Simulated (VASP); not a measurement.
# Mg (I4/mmm) in VASP: further runs

The runs below take Mg through single point, with PBEsol.

Program: VASP 6.6.1. These are calculated values, not measurements. Logs are shortened: lines on timing, memory, paths and dates and some standing lists are left out, and cuts for length are marked.

## 1. The cell of the first run

The structure is tetragonal, space group I4/mmm (No. 139). Conventional cell: a = 3.474 Å, b = 3.474 Å, c = 3.124 Å, α = 90.00°, β = 90.00°, γ = 90.00°. Mg (site symmetry 4/mmm) has 14 Mg at 2.91 to 3.47 Å within 3.8 Å.

## 2. Single point, PBEsol

File INCAR:

```
  ALGO = Fast
  EDIFF = 1E-6
  ENCUT = 520
  GGA = PS
  ISIF = 2
  ISMEAR = 0
  LASPH = T
  LCHARG = F
  LREAL = F
  LWAVE = F
  NBANDS = 7
  NELM = 80
  PREC = Accurate
  SIGMA = 0.15
```

File KPOINTS:

```
k-points
0
Gamma
  18 18 18
```

File POSCAR:

```
Mg
1.0
   -1.7369500000      1.7369500000      1.5622000000
    1.7369500000     -1.7369500000      1.5622000000
    1.7369500000      1.7369500000     -1.5622000000
Mg
1
Direct
    0.0000000000      0.0000000000      0.0000000000
```

Potentials or basis: VASP PAW PBE potentials, release 64 (Mg).

Launch:

```sh
> cat potpaw_PBE.64/Mg/POTCAR > POTCAR
> mpirun -np 1 vasp_std > vasp.out
```

OUTCAR:

```text
EDIFF = 1E-6
   ENCUT = 520
   GGA = PS
   ISIF = 2
   ISMEAR = 0
   LASPH = T
   LREAL = F
   NELM = 80
   PREC = Accurate

 ion  position               nearest neighbor table
   1  0.000  0.000  0.000-

  LATTYP: Found a body centered tetragonal cell.
 ALAT       =     3.4739000000
 C/A-ratio  =     0.8993926135

  Lattice vectors:

 A1 = (  -1.7369500000,   1.7369500000,   1.5622000000)
 A2 = (   1.7369500000,  -1.7369500000,   1.5622000000)
 A3 = (   1.7369500000,   1.7369500000,  -1.5622000000)

Analysis of symmetry for initial positions (statically):
=====================================================================
 Subroutine PRICEL returns:
 Original cell was already a primitive cell.

 Routine SETGRP: Setting up the symmetry group for a
 body centered tetragonal supercell.

 Subroutine GETGRP returns: Found 16 space group operations
 (whereof 16 operations were pure point group operations)
 out of a pool of 16 trial point group operations.

The static configuration has the point symmetry D_4h.

Analysis of symmetry for dynamics (positions and initial velocities):
=====================================================================
 Subroutine PRICEL returns:
 Original cell was already a primitive cell.

 Routine SETGRP: Setting up the symmetry group for a
 body centered tetragonal supercell.

 Subroutine GETGRP returns: Found 16 space group operations
 (whereof 16 operations were pure point group operations)
 out of a pool of 16 trial point group operations.

The dynamic configuration has the point symmetry D_4h.

 Subroutine INISYM returns: Found 16 space group operations
 (whereof 16 operations are pure point group operations),
 and found     1 'primitive' translations

----------------------------------------------------------------------------------------

                                     Primitive cell

  volume of cell :      18.8526

  direct lattice vectors                    reciprocal lattice vectors
    -1.736950000  1.736950000  1.562200000     0.000000000  0.287860906  0.320061452
     1.736950000 -1.736950000  1.562200000     0.287860906  0.000000000  0.320061452
     1.736950000  1.736950000 -1.562200000     0.287860906  0.287860906  0.000000000

  length of vectors
     2.911092483  2.911092483  2.911092483     0.430468621  0.430468621  0.407096797

  position of ions in fractional coordinates (direct lattice)
     0.000000000  0.000000000  0.000000000
[... 77 lines left out ...]
   LREAL  =      F    real-space projection
   EDIFFG = 0.1E-04   stopping-criterion for IOM
   NSW    =      0    number of steps for IOM
   IBRION =     -1    ionic relax: 0-MD 1-quasi-New 2-CG
   NFREE  =      0    steps in history (QN), initial steepest desc. (CG)
   ISIF   =      2    stress and relaxation
   ISYM   =      2    0-nonsym 1-usesym 2-fastsym
   POTIM  = 0.5000    time-step for ionic-motion
   TEBEG  =    0.0;   TEEND  =   0.0 temperature during run
   PSTRESS=    0.0 pullay stress
   NELECT =       2.0000    total number of electrons
   NUPDOWN=      -1.0000    fix difference up-down
   EMIN   =  10.00;   EMAX   =-10.00  energy-range for DOS
   EFERMI =   0.00;   METHOD = LEGACY
   ISMEAR =     0;   SIGMA  =   0.15  broadening in eV -4-tet -1-fermi 0-gaus
   EFERMI_NEDOS =   21; number of points for ismear=-14 and -15
   IALGO  =     68    algorithm
   IMIX   =      4    mixing-type and parameters
     AMIX     =   0.40;   BMIX     =  1.00
     AMIX_MAG =   1.60;   BMIX_MAG =  1.00
  volume/ion in A,a.u.               =      18.85       127.22
  Fermi-wavevector in a.u.,A,eV,Ry     =   0.774987  1.464513  8.171725  0.600605
  Thomas-Fermi vector in A             =   1.877159
   LORBIT       =      0    0 simple, 1 ext, 2 COOP (PROOUT), +10 PAW based schemes
   GGA     = PS    functional components
   LHFCALC =     F    Hartree Fock is set to
   AEXX    =    0.0000 exact exchange contribution
   IVDW    =     0    specifies the selected vdW correction
   LEPSILON=     F    determine dielectric tensor
   LRPA    =     F    only Hartree local field effects (RPA)
 non-spin polarized calculation
 RMM-DIIS sequential band-by-band and
 Gauss-broadening in eV      SIGMA  =   0.15
  energy-cutoff  :      520.00
  volume of cell :       18.85
 maximum number of plane-waves:       527
 NGX is ok and might be reduce to    24
   NGX = 11   NGY = 11   NGZ = 11

 number of electron       2.0000000 magnetization

 Free energy of the ion-electron system (eV)
  ---------------------------------------------------
  ext. energy  EPLUGINS =         0.00000000
  ---------------------------------------------------
  free energy    TOTEN  =        -1.60233901 eV

  energy without entropy =       -1.59785331  energy(sigma->0) =       -1.60009616

 E-fermi :   3.7184     XC(G=0):  -9.1776

 val. band max:        3.6987640852   @ k =  -0.2778   0.5000   0.2778
 cond. band min:       3.7245535127   @ k =  -0.3889  -0.4444   0.2222
 fundamental gap:      0.0257894274
 Fermi energy:         3.7183976473

 k-point     1 :       0.0000    0.0000    0.0000
  band No.  band energies     occupation
      1      -4.1183      2.00000
      2      16.5680      0.00000
      3      19.0431      0.00000
      4      19.0841      0.00000
      5      19.0841      0.00000
      6      19.9001      0.00000
      7      19.9001      0.00000
[... 221 lines left out ...]
 k-point    24 :      -0.2222    0.0556   -0.0000
  band No.  band energies     occupation
      1      -3.0384      2.00000
      2      12.6231      0.00000
      3      13.5751      0.00000
      4      16.3732      0.00000
      5      16.9056      0.00000
      6      19.9950      0.00000
      7      22.2198      0.00000

 [... further k-points ...]

------------------------ aborting loop because EDIFF is reached ----------------------------------------

  FORCE on cell =-STRESS in cart. coord.  units (eV):
  Direction    XX          YY          ZZ          XY          YZ          ZX
  --------------------------------------------------------------------------------------
  -------------------------------------------------------------------------------------
  Total        1.0378761      1.0378761      1.2430035      0.0000000      0.0000000      0.0000000
  in kB       88.2032999     88.2032999    105.6359349      0.0000000      0.0000000      0.0000000
  external PRESSURE =      94.0141782 kB  Pullay stress =       0.0000000 kB

 VOLUME and BASIS-vectors are now :
 -----------------------------------------------------------------------------
  energy-cutoff  :      520.00
  volume of cell :       18.85
      direct lattice vectors                 reciprocal lattice vectors
    -1.736950000  1.736950000  1.562200000     0.000000000  0.287860906  0.320061452
     1.736950000 -1.736950000  1.562200000     0.287860906  0.000000000  0.320061452
     1.736950000  1.736950000 -1.562200000     0.287860906  0.287860906  0.000000000

 POSITION                                       TOTAL-FORCE (eV/Angst)
 -----------------------------------------------------------------------------------
      0.00000      0.00000      0.00000         0.000000      0.000000      0.000000
 -----------------------------------------------------------------------------------
    total drift:                                0.000000      0.000000      0.000000

  FREE ENERGIE OF THE ION-ELECTRON SYSTEM (eV)
  ---------------------------------------------------
  free  energy   TOTEN  =        -1.6023390129 eV

  energy  without entropy=       -1.5978533129  energy(sigma->0) =       -1.60009616
```

stdout:

```text
POSCAR found type information on POSCAR Mg
 POSCAR found :  1 types and       1 ions
 scaLAPACK will be used
 -----------------------------------------------------------------------------
|                                                                             |
|                                                                             |
|     You enforced a specific xc type in the INCAR file but a different       |
|     I HOPE YOU KNOW WHAT YOU ARE DOING!                                     |
|                                                                             |
 -----------------------------------------------------------------------------

 LDA part: xc-table for (Slater+PW92), standard interpolation
 POSCAR, INCAR and KPOINTS ok, starting setup
 FFT: planning ... GRIDC
 FFT: planning ... GRID_SOFT
 FFT: planning ... GRID
 WAVECAR not read
 entering main loop
```

It took 35 s on 1 thread of Intel Xeon Platinum 8259CL at 2.50GHz (Skylake/Cascade Lake), shared host; peak memory 0.19 GiB.

Results:

* Free energy: -1.6023 eV
* Pressure: 9.4 GPa
* Band gap on the k mesh: zero (bands 1 and 2 overlap by 4.88 eV)

Stress tensor (GPa, compression positive):
```
 8.82  0.00  0.00
 0.00  8.82  0.00
 0.00  0.00 10.56
```

Levels at points of the mesh, in eV from the Fermi level:
```csv
k point,band 1,band 2,band 3,band 4
"(0.00, 0.00, 0.00)",-7.84,12.85,15.32,15.37
"(0.50, 0.00, 0.00)",-1.56,-0.58,8.72,10.37
"(0.50, 0.50, 0.00)",-2.13,-1.40,10.91,12.53
"(0.50, 0.50, 0.50)",3.47,3.58,3.58,4.36
```

Caveat: the cell stands under pressure; the PAW data sets were made with another functional, which shifts forces and pressure a little.

## 3. Single point, PBEsol

This run uses another cell than the first one, of 18.93 Å³/atom.

File INCAR:

```
SYSTEM = Mg
  ALGO = Normal
  EDIFF = 1E-6
  ENCUT = 520
  GGA = PS
  ISIF = 2
  ISMEAR = 0
  LASPH = .True.
  LCHARG = .False.
  LREAL = .False.
  LWAVE = .False.
  NBANDS = 7
  NELM = 60
  PREC = Accurate
  SIGMA = 0.15
```

File KPOINTS:

```
k-points
0
Gamma
  18 18 18
  0 0 0
```

File POSCAR:

```
Mg
1.0
   -1.7794500000      1.7794500000      1.4943000000
    1.7794500000     -1.7794500000      1.4943000000
    1.7794500000      1.7794500000     -1.4943000000
Mg
1
Direct
    0.0000000000      0.0000000000      0.0000000000
```

Potentials or basis: VASP PAW PBE potentials, release 64 (Mg).

Launch:

```sh
> cat potpaw_PBE.64/Mg/POTCAR > POTCAR
> mpirun -np 1 vasp_std > vasp.out
```

Run time: 35 s. Hardware: 1 thread of Intel Xeon Platinum 8259CL at 2.50GHz (Skylake/Cascade Lake), shared host; peak memory 0.19 GiB.

It converged, with:

| Quantity | Value |
| --- | --- |
| Free energy | -1.5893 eV |
| Pressure | 9.6 GPa |
| Band gap on the k mesh | zero (bands 1 and 2 overlap by 4.92 eV) |

Stress tensor (GPa, compression positive):
```
 7.82  0.00  0.00
 0.00  7.82  0.00
 0.00  0.00 13.25
```

Levels at points of the mesh, in eV from the Fermi level:
| k point | band 1 | band 2 | band 3 | band 4 | band 5 | band 6 |
| --- | --- | --- | --- | --- | --- | --- |
| (0.00, 0.00, 0.00) | -7.81 | 11.91 | 14.51 | 15.03 | 15.03 | 16.18 |
| (0.50, 0.00, 0.00) | -1.37 | -0.33 | 8.38 | 10.04 | 10.51 | 12.87 |
| (0.50, 0.50, 0.00) | -2.32 | -1.73 | 12.09 | 13.69 | 13.83 | 14.38 |
| (0.50, 0.50, 0.50) | 3.02 | 3.02 | 3.15 | 4.25 | 8.02 | 10.86 |

Caveat: the cell stands under pressure; the PAW data sets were made with another functional, which shifts forces and pressure a little.
